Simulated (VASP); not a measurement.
# Si4W2Cl: relaxation of the atoms with PBE

System: Si4W2Cl, a slab with vacuum.

```
CELL_PARAMETERS angstrom
3.22904 0.00000 0.00000
0.00000 3.22904 0.00000
0.00000 0.00000 21.93683
ATOMIC_POSITIONS crystal
Si 0.00000 0.00000 0.18234
Si 0.00000 0.00000 0.30100
Si 0.50000 0.50000 0.35901
Si 0.50000 0.50000 0.47577
W 0.50000 0.50000 0.24167
W 0.00000 0.00000 0.41784
Cl 0.62500 0.00000 0.55786
```

```json
{
 "Program": "VASP 6.6.1",
 "Task": "relaxation of the atoms",
 "Functional": "PBE",
 "Potentials or basis": "VASP PAW PBE potentials, release 64 (Si, W_sv, Cl)",
 "Cutoff": "520 eV",
 "k mesh": "8 × 8 × 1",
 "Occupations": "gaussian, width 0.1 eV",
 "Spin": "no spin polarisation",
 "Dipole correction": "yes",
 "Atoms held fixed (from 0)": "[0, 4, 1, 2, 5, 3, 6]",
 "Further INCAR settings": "ALGO = Fast; EDIFF = 1e-06; IBRION = 2; EDIFFG = -0.025; NSW = 36"
}
```

The energy gained by relaxing is 0.6 meV/atom, the ionic steps are 3 and the band gap on the k mesh is zero (an odd number of electrons rules out a gap without spin polarisation).

The path:
```csv
step,energy change (eV),largest force on free atoms (eV/Å),pressure (GPa)
1,0.0000,0.2574,-0.07
2,-0.0025,0.1515,-0.13
3,-0.0039,0.0068,-0.22
```

Final structure:
```cif
data_structure
_symmetry_space_group_name_H-M 'P 1'
_symmetry_Int_Tables_number 1
_cell_length_a 3.2290
_cell_length_b 3.2290
_cell_length_c 21.9368
_cell_angle_alpha 90.000
_cell_angle_beta 90.000
_cell_angle_gamma 90.000
_cell_volume 228.73
loop_
_atom_site_label
_atom_site_type_symbol
_atom_site_fract_x
_atom_site_fract_y
_atom_site_fract_z
_atom_site_occupancy
Si1 Si 0.00000 0.00000 0.18234 1
Si2 Si 0.00000 0.00000 0.30100 1
Si3 Si 0.50000 0.50000 0.35901 1
Si4 Si 0.50000 0.50000 0.47577 1
W1 W 0.50000 0.50000 0.24167 1
W2 W 0.00000 0.00000 0.41784 1
Cl1 Cl 0.62500 0.00000 0.55924 1
```

Levels at points of the mesh, in eV from the Fermi level:
| k point | band 22 | band 23 | band 24 | band 25 | band 26 | band 27 | band 28 | band 29 | band 30 |
| --- | --- | --- | --- | --- | --- | --- | --- | --- | --- |
| (0.00, 0.00, 0.00) | -1.82 | -0.60 | -0.59 | 0.70 | 0.74 | 0.92 | 0.94 | 0.98 | 2.33 |
| (0.50, 0.00, 0.00) | -2.34 | -1.95 | -1.29 | -0.30 | -0.28 | -0.11 | 1.98 | 2.70 | 2.86 |
| (0.00, 0.50, 0.00) | -1.94 | -1.92 | -0.46 | -0.25 | -0.11 | 0.13 | 1.11 | 2.68 | 2.86 |
| (0.50, 0.50, 0.00) | -2.29 | -2.07 | -2.01 | -1.52 | -1.11 | 1.17 | 1.21 | 2.96 | 3.14 |

It took 12 min on 1 thread of Oxide Virtual Turin-like Processor, with other jobs on the host, peak memory 0.38 GiB.

Caveat: spin-orbit coupling is left out, which moves the levels of the heavy elements; an odd number of electrons without spin polarisation forces a metal; a magnetic or distorted state may lie lower.
